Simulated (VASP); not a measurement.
# TaN (P-6m2) in VASP: electric field gradients with r2SCAN

Aim: the electric field gradients of TaN with r2SCAN.

All numbers are computed with VASP 6.6.1; they aren't measurements. Logs are shortened: lines on timing, memory, paths and dates and some standing lists are left out, and cuts for length are marked.

## (1) The cell of the first run

The structure is hexagonal, space group P-6m2 (No. 187). The conventional cell has a = 2.938 Å, b = 2.938 Å, c = 2.883 Å, α = 90.00°, β = 90.00°, γ = 120.00°. Within 3.0 Å of Ta (site symmetry -6m2) lie 6 N at 2.23 Å and 8 Ta at 2.88 to 2.94 Å. Within 3.0 Å of N (site symmetry -6m2) lie 6 Ta at 2.23 Å and 8 N at 2.88 to 2.94 Å.

## (2) Electric field gradients, r2SCAN

File POSCAR:

```
TaN
1.0
    2.9379988584      0.0000000000      0.0000000000
   -1.4689994292      2.5443816477      0.0000000000
    0.0000000000      0.0000000000      2.8830000000
Ta N
1 1
Direct
    0.3333333333      0.6666666667      0.5000000000
    0.0000000000      0.0000000000      0.0000000000
```

File INCAR.step1:

```
SYSTEM = TaN
  PREC = Accurate
  ENCUT = 580
  ISMEAR = -1
  SIGMA = 0.02
  LREAL = .False.
  LASPH = .True.
  NELM = 120
  NBANDS = 16
  GGA = PE
  ALGO = Normal
  EDIFF = 1E-5
  LWAVE = .True.
  LCHARG = .False.
  GGA_COMPAT = .False.
```

File INCAR.step2:

```
SYSTEM = TaN
  PREC = Accurate
  ENCUT = 580
  EDIFF = 1E-8
  ISMEAR = -1
  SIGMA = 0.02
  LREAL = .False.
  LASPH = .True.
  NELM = 120
  ALGO = Normal
  ISIF = 2
  LWAVE = .False.
  LCHARG = .False.
  METAGGA = R2SCAN
  LMIXTAU = .True.
  LEFG = .True.
  NBANDS = 16
  ISTART = 1
  GGA_COMPAT = .False.
```

File KPOINTS:

```
Automatic mesh
0
Gamma
  12 12 10
  0 0 0
```

Potentials or basis: VASP PAW PBE potentials, release 64 (Ta_sv_GW, N).

Launch:

```
cat potpaw_PBE.64/Ta_sv_GW/POTCAR potpaw_PBE.64/N/POTCAR > POTCAR
cp INCAR.step1 INCAR
mpirun -np 1 vasp_std > vasp.out
cp INCAR.step2 INCAR
mpirun -np 1 vasp_std > vasp.out
```

OUTCAR:

```text
SYSTEM = TaN
   PREC = Accurate
   ENCUT = 580
   EDIFF = 1E-8
   ISMEAR = -1
   LREAL = .False.
   LASPH = .True.
   NELM = 120
   ISIF = 2
   METAGGA = R2SCAN
   ISTART = 1

 ion  position               nearest neighbor table
   1  0.333  0.667  0.500-   2 2.23   2 2.23   2 2.23   2 2.23   2 2.23   2 2.23
   2  0.000  0.000  0.000-   1 2.23   1 2.23   1 2.23   1 2.23   1 2.23   1 2.23

  LATTYP: Found a hexagonal cell.
 ALAT       =     2.9379988584
 C/A-ratio  =     0.9812801635

  Lattice vectors:

 A1 = (   2.9379988584,   0.0000000000,   0.0000000000)
 A2 = (  -1.4689994292,   2.5443816477,   0.0000000000)
 A3 = (   0.0000000000,   0.0000000000,   2.8830000000)

Analysis of symmetry for initial positions (statically):
=====================================================================
 Subroutine PRICEL returns:
 Original cell was already a primitive cell.

 Routine SETGRP: Setting up the symmetry group for a
 hexagonal supercell.

 Subroutine GETGRP returns: Found 12 space group operations
 (whereof 12 operations were pure point group operations)
 out of a pool of 24 trial point group operations.

The static configuration has the point symmetry D_3h.

Analysis of symmetry for dynamics (positions and initial velocities):
=====================================================================
 Subroutine PRICEL returns:
 Original cell was already a primitive cell.

 Routine SETGRP: Setting up the symmetry group for a
 hexagonal supercell.

 Subroutine GETGRP returns: Found 12 space group operations
 (whereof 12 operations were pure point group operations)
 out of a pool of 24 trial point group operations.

The dynamic configuration has the point symmetry D_3h.

 Subroutine INISYM returns: Found 12 space group operations
 (whereof 12 operations are pure point group operations),
 and found     1 'primitive' translations

----------------------------------------------------------------------------------------

                                     Primitive cell

  volume of cell :      21.5516

  direct lattice vectors                    reciprocal lattice vectors
     2.937998858  0.000000000  0.000000000     0.340367729  0.196511400  0.000000000
    -1.468999429  2.544381648  0.000000000     0.000000000  0.393022800  0.000000000
     0.000000000  0.000000000  2.883000000     0.000000000  0.000000000  0.346860909

  length of vectors
     2.937998858  2.937998858  2.883000000     0.393022800  0.393022800  0.346860909

  position of ions in fractional coordinates (direct lattice)
     0.333333333  0.666666667  0.500000000
     0.000000000  0.000000000  0.000000000

  ion indices of the primitive-cell ions
   primitive index   ion index
                 1           1
                 2           2

----------------------------------------------------------------------------------------

 KPOINTS: Automatic mesh

Automatic generation of k-mesh.
 Grid dimensions read from file:
 generate k-points for:   12   12   10

 Generating k-lattice:

  Cartesian coordinates                     Fractional coordinates (reciprocal lattice)
     0.028363977  0.016375950  0.000000000     0.083333333 -0.000000000  0.000000000
     0.000000000  0.032751900  0.000000000     0.000000000  0.083333333  0.000000000
     0.000000000  0.000000000  0.034686091     0.000000000  0.000000000  0.100000000

  Length of vectors
     0.032751900  0.032751900  0.034686091

  Shift w.r.t. Gamma in fractional coordinates (k-lattice)
     0.000000000  0.000000000  0.000000000

 Subroutine IBZKPT returns following result:
 ===========================================

 Found    114 irreducible k-points:

 Following reciprocal coordinates:
            Coordinates               Weight
  0.000000  0.000000  0.000000      1.000000
  0.083333  0.000000  0.000000      6.000000
  0.166667  0.000000  0.000000      6.000000
  0.250000  0.000000  0.000000      6.000000
  0.333333  0.000000  0.000000      6.000000
  0.416667  0.000000  0.000000      6.000000
[... 16 lines left out ...]
  0.250000  0.000000  0.100000     12.000000
  0.333333  0.000000  0.100000     12.000000
 [... further k-points ...]
   k-points           NKPTS =    114   k-points in BZ     NKDIM =    114   number of bands    NBANDS=     16
   number of dos      NEDOS =    301   number of ions     NIONS =      2
   total plane-waves  NPLWV =  13824
   dimension x,y,z NGX =    24 NGY =   24 NGZ =   24
   dimension x,y,z NGXF=    48 NGYF=   48 NGZF=   48
   ions per type =               1   1
   NGX,Y,Z   is equivalent  to a cutoff of  13.58, 13.58, 13.84 a.u.
   NGXF,Y,Z  is equivalent  to a cutoff of  27.16, 27.16, 27.68 a.u.
 SYSTEM =  TaN
   PREC   = accura    normal or accurate (medium, high low for compatibility)
   ISTART =      1    job   : 0-new  1-cont  2-samecut
   ICHARG =      0    charge: 1-file 2-atom 10-const
   ISPIN  =      1    spin polarized calculation?
   LNONCOLLINEAR =      F non collinear calculations
   LSORBIT =      F    spin-orbit coupling
   LASPH  =      T    aspherical Exc in radial PAW
   ENCUT  =  580.0 eV  42.63 Ry    6.53 a.u.   5.77  5.77  5.66*2*pi/ulx,y,z
   NELM   =    120;   NELMIN=  2; NELMDL=  0     # of ELM steps
   EDIFF  = 0.1E-07   stopping-criterion for ELM
   LREAL  =      F    real-space projection
   EDIFFG = 0.1E-06   stopping-criterion for IOM
   NSW    =      0    number of steps for IOM
   IBRION =     -1    ionic relax: 0-MD 1-quasi-New 2-CG
   NFREE  =      0    steps in history (QN), initial steepest desc. (CG)
   ISIF   =      2    stress and relaxation
   ISYM   =      2    0-nonsym 1-usesym 2-fastsym
   POTIM  = 0.5000    time-step for ionic-motion
   TEBEG  =    0.0;   TEEND  =   0.0 temperature during run
   PSTRESS=    0.0 pullay stress
   NELECT =      18.0000    total number of electrons
   NUPDOWN=      -1.0000    fix difference up-down
   EMIN   =  10.00;   EMAX   =-10.00  energy-range for DOS
   EFERMI =   0.00;   METHOD = LEGACY
   ISMEAR =    -1;   SIGMA  =   0.02  broadening in eV -4-tet -1-fermi 0-gaus
   EFERMI_NEDOS =   21; number of points for ismear=-14 and -15
   IALGO  =     38    algorithm
   IMIX   =      4    mixing-type and parameters
     AMIX     =   0.40;   BMIX     =  1.00
     AMIX_MAG =   1.60;   BMIX_MAG =  1.00
  volume/ion in A,a.u.               =      10.78        72.72
  Fermi-wavevector in a.u.,A,eV,Ry     =   1.541722  2.913433 32.339793  2.376908
  Thomas-Fermi vector in A             =   2.647628
   LORBIT       =      0    0 simple, 1 ext, 2 COOP (PROOUT), +10 PAW based schemes
   METAGGA = R2SCAN    functional components
   LHFCALC =     F    Hartree Fock is set to
   AEXX    =    0.0000 exact exchange contribution
   IVDW    =     0    specifies the selected vdW correction
   LEPSILON=     F    determine dielectric tensor
   LRPA    =     F    only Hartree local field effects (RPA)
 non-spin polarized calculation
  energy-cutoff  :      580.00
  volume of cell :       21.55
 maximum number of plane-waves:       696
 NGX is ok and might be reduce to    24
   NGX = 11   NGY = 11   NGZ = 11

 number of electron      17.9999999 magnetization

 Free energy of the ion-electron system (eV)
  ---------------------------------------------------
  ext. energy  EPLUGINS =         0.00000000
  ---------------------------------------------------
  free energy    TOTEN  =       -62.96051361 eV

  energy without entropy =      -62.96043342  energy(sigma->0) =      -62.96047351

 E-fermi :  12.4761     XC(G=0): -14.6445

 val. band max:       12.4469589211   @ k =   0.0000   0.0000   0.4000
 cond. band min:      12.5893951213   @ k =   0.0833   0.0000   0.5000
 fundamental gap:      0.1424362001
 Fermi energy:        12.4760563755

 k-point     1 :       0.0000    0.0000    0.0000
  band No.  band energies     occupation
      1     -58.1799      2.00000
      2     -23.7288      2.00000
      3     -23.4705      2.00000
      4     -23.4705      2.00000
      5      -6.3787      2.00000
      6       7.5883      2.00000
[... 8 lines left out ...]
     15      26.1754      0.00000
     16      29.3849      0.00000

 k-point     2 :       0.0833    0.0000    0.0000
  band No.  band energies     occupation
      1     -58.1745      2.00000
      2     -23.7192      2.00000
      3     -23.5478      2.00000
      4     -23.4869      2.00000
      5      -6.2360      2.00000
      6       7.1633      2.00000
[... 8 lines left out ...]
     15      26.1567      0.00000
     16      29.6806      0.00000

 k-point     3 :       0.1667    0.0000    0.0000
  band No.  band energies     occupation
      1     -58.1598      2.00000
      2     -23.7542      2.00000
      3     -23.6927      2.00000
      4     -23.5314      2.00000
      5      -5.8426      2.00000
      6       6.2506      2.00000
[... 8 lines left out ...]
     15      26.1397      0.00000
     16      30.5055      0.00000

 k-point     4 :       0.2500    0.0000    0.0000
  band No.  band energies     occupation
      1     -58.1396      2.00000
      2     -24.0257      2.00000
      3     -23.6561      2.00000
      4     -23.5916      2.00000
      5      -5.2933      2.00000
      6       5.2852      2.00000
[... 8 lines left out ...]
     15      26.3355      0.00000
     16      30.4492      0.00000
[... 324 lines left out ...]
 k-point    22 :       0.1667    0.0000    0.1000
  band No.  band energies     occupation
      1     -58.1548      2.00000
      2     -23.7940      2.00000
      3     -23.7359      2.00000
      4     -23.5233      2.00000
      5      -5.6763      2.00000
      6       6.3426      2.00000
[... 8 lines left out ...]
     15      26.0071      0.00000
     16      30.2402      0.00000

 k-point    23 :       0.2500    0.0000    0.1000
  band No.  band energies     occupation
      1     -58.1346      2.00000
      2     -24.0148      2.00000
      3     -23.7441      2.00000
      4     -23.5830      2.00000
      5      -5.1748      2.00000
      6       5.3667      2.00000
[... 8 lines left out ...]
     15      26.0159      0.00000
     16      30.2045      0.00000

 k-point    24 :       0.3333    0.0000    0.1000
  band No.  band energies     occupation
      1     -58.1144      2.00000
      2     -24.2722      2.00000
      3     -23.7049      2.00000
      4     -23.6419      2.00000
      5      -4.6609      2.00000
      6       4.5537      2.00000
[... 8 lines left out ...]
     15      26.3182      0.00000
     16      29.1385      0.00000

 [... further k-points ...]

------------------------ aborting loop because EDIFF is reached ----------------------------------------

  FORCE on cell =-STRESS in cart. coord.  units (eV):
  Direction    XX          YY          ZZ          XY          YZ          ZX
  --------------------------------------------------------------------------------------
  -------------------------------------------------------------------------------------
  Total       -0.0882695     -0.0882695      0.0191203     -0.0000000      0.0000000      0.0000000
  in kB       -6.5621005     -6.5621005      1.4214322     -0.0000000      0.0000000      0.0000000
  external PRESSURE =      -3.9009229 kB  Pullay stress =       0.0000000 kB

 VOLUME and BASIS-vectors are now :
 -----------------------------------------------------------------------------
  energy-cutoff  :      580.00
  volume of cell :       21.55
      direct lattice vectors                 reciprocal lattice vectors
     2.937998858  0.000000000  0.000000000     0.340367729  0.196511400  0.000000000
    -1.468999429  2.544381648  0.000000000     0.000000000  0.393022800  0.000000000
     0.000000000  0.000000000  2.883000000     0.000000000  0.000000000  0.346860909

 POSITION                                       TOTAL-FORCE (eV/Angst)
 -----------------------------------------------------------------------------------
     -0.00000      1.69625      1.44150         0.000000      0.000000      0.000000
      0.00000      0.00000      0.00000        -0.000000      0.000000      0.000000
 -----------------------------------------------------------------------------------
    total drift:                                0.000000     -0.000000     -0.000000

  FREE ENERGIE OF THE ION-ELECTRON SYSTEM (eV)
  ---------------------------------------------------
  free  energy   TOTEN  =       -62.9605136122 eV

  energy  without entropy=      -62.9604334165  energy(sigma->0) =      -62.96047351

 Electric field gradients (V/A^2)
---------------------------------------------------------------------
 ion       V_xx      V_yy      V_zz      V_xy      V_xz      V_yz
---------------------------------------------------------------------
   1     -11.388   -11.388    22.777     0.000     0.000    -0.000
   2      -0.191    -0.190     0.381     0.001    -0.000    -0.000
---------------------------------------------------------------------

 Electric field gradients after diagonalization (V/A^2)
 (convention: |V_zz| > |V_xx| > |V_yy|)
----------------------------------------------------------------------
 ion       V_xx      V_yy      V_zz     asymmetry (V_yy - V_xx)/ V_zz
----------------------------------------------------------------------
   1     -11.388   -11.388    22.777       0.000
   2      -0.191    -0.189     0.381       0.006
----------------------------------------------------------------------

           NMR quadrupolar parameters

 Cq : quadrupolar parameter    Cq=e*Q*V_zz/h
 eta: asymmetry parameters     (V_yy - V_xx)/ V_zz
 Q  : nuclear electric quadrupole moment in mb (millibarn)
----------------------------------------------------------------------
 ion       Cq(MHz)       eta       Q (mb)
----------------------------------------------------------------------
   1       0.055       0.000       1.000
   2       0.001       0.006       1.000
----------------------------------------------------------------------
```

It took 2.2 min on 1 thread of Intel Xeon Platinum 8488C (Sapphire Rapids), shared host; peak memory 0.19 GiB.

Results:

```
Free energy                             : -62.9605 eV
Pressure                                : -0.4 GPa
Band gap on the k mesh                  : zero (bands 9 and 10 overlap by 0.47 eV)
Largest electric field gradient by atom : Ta +22.8; N +0.4 V/Å²
```

Stress tensor (GPa, compression positive):
```
-0.66  0.00  0.00
 0.00 -0.66  0.00
 0.00  0.00  0.14
```

Levels at points of the mesh, in eV from the Fermi level:
```
           k point  band 7  band 8  band 9  band 10  band 11  band 12
(0.00, 0.00, 0.00)   -4.89   -4.44   -3.23     2.39     3.67     3.67
(0.50, 0.00, 0.00)   -5.51   -3.66   -3.48     3.17     4.08     5.39
(0.00, 0.00, 0.50)   -4.03   -4.03   -0.14    -0.14     2.30     3.54
(0.50, 0.00, 0.50)   -6.52   -6.00   -0.58     4.40     5.43     6.05
```

Electric field gradients, principal values (V/Å²):
```
atom    least   middle  greatest (by size)
1 Ta  -11.388  -11.388              22.777
 2 N   -0.189   -0.191               0.381
```

Caveat: without QUAD_EFG the Cq values of the log hold for a quadrupole moment of 1 mb, not for the nuclei; the PAW data sets were made with another functional, which shifts forces and pressure a little; spin-orbit coupling is left out, which moves the levels of the heavy elements.
